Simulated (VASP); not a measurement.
Set up this calculation in VASP 6.6.1, as the native input.

```yaml
Task: single point
Functional: r2SCANh
Potentials_or_basis: VASP PAW PBE potentials, release 64 (In_d, P)
Cutoff: 520 eV
k_mesh: 4 × 4 × 4
Occupations: fermi-dirac, width 0.05 eV
Spin: no spin polarisation
Dipole_correction: no
Grid_for_exact_exchange_PRECFOCK: Normal
Further_INCAR_settings: ALGO = Normal; EDIFF = 1e-07; NBANDS = 16
Share_of_exact_exchange: 0.1
```

InP:

```
CELL_PARAMETERS angstrom
0.00000 2.91083 2.91083
2.91083 0.00000 2.91083
2.91083 2.91083 0.00000
ATOMIC_POSITIONS crystal
In 0.00000 0.00000 0.00000
P 0.75000 0.75000 0.75000
```

One way to write it, as run:

POSCAR

```
InP
1.0
    0.0000000000      2.9108316221      2.9108316221
    2.9108316221      0.0000000000      2.9108316221
    2.9108316221      2.9108316221      0.0000000000
In P
1 1
Direct
    0.0000000000      0.0000000000      0.0000000000
    0.7500000000      0.7500000000      0.7500000000
```

INCAR.step1

```
SYSTEM = InP
PREC = Accurate
ENCUT = 520
EDIFF = 1E-5
ISMEAR = -1
SIGMA = 0.05
LREAL = .False.
LASPH = .True.
NELM = 60
ALGO = Normal
ISIF = 2
LWAVE = .True.
LCHARG = .False.
NBANDS = 16
GGA = PE
```

INCAR.step2

```
SYSTEM = InP
PREC = Accurate
ENCUT = 520
EDIFF = 1E-7
ISMEAR = -1
SIGMA = 0.05
LREAL = .False.
LASPH = .True.
NELM = 60
ALGO = Normal
ISIF = 2
LWAVE = .False.
LCHARG = .False.
METAGGA = R2SCAN
LHFCALC = .True.
AEXX = 0.1
LMIXTAU = .True.
PRECFOCK = Normal
NBANDS = 16
ISTART = 1
```

KPOINTS

```
regular mesh
0
Gamma
  4 4 4
  0 0 0
```

Potentials or basis: VASP PAW PBE potentials, release 64 (In_d, P).

Run with:

```bash
$ cat potpaw_PBE.64/In_d/POTCAR potpaw_PBE.64/P/POTCAR > POTCAR
$ cp INCAR.step1 INCAR
$ mpirun -np 1 vasp_std > vasp.out
$ cp INCAR.step2 INCAR
$ mpirun -np 1 vasp_std > vasp.out
```

It gave:

| Item | Value |
| --- | --- |
| Pressure | 2.8 GPa |
| Band gap on the k mesh | 1.82 eV |

Caveat: the k points lie up to 0.47 Å⁻¹ apart; the PAW data sets were made with another functional, which shifts forces and pressure a little; spin-orbit coupling is left out, which moves the levels of the heavy elements.

It took 8.8 min on 1 thread of Intel(R) Xeon(R) Platinum 8488C (Sapphire Rapids), on a shared host, peak memory 0.19 GiB.
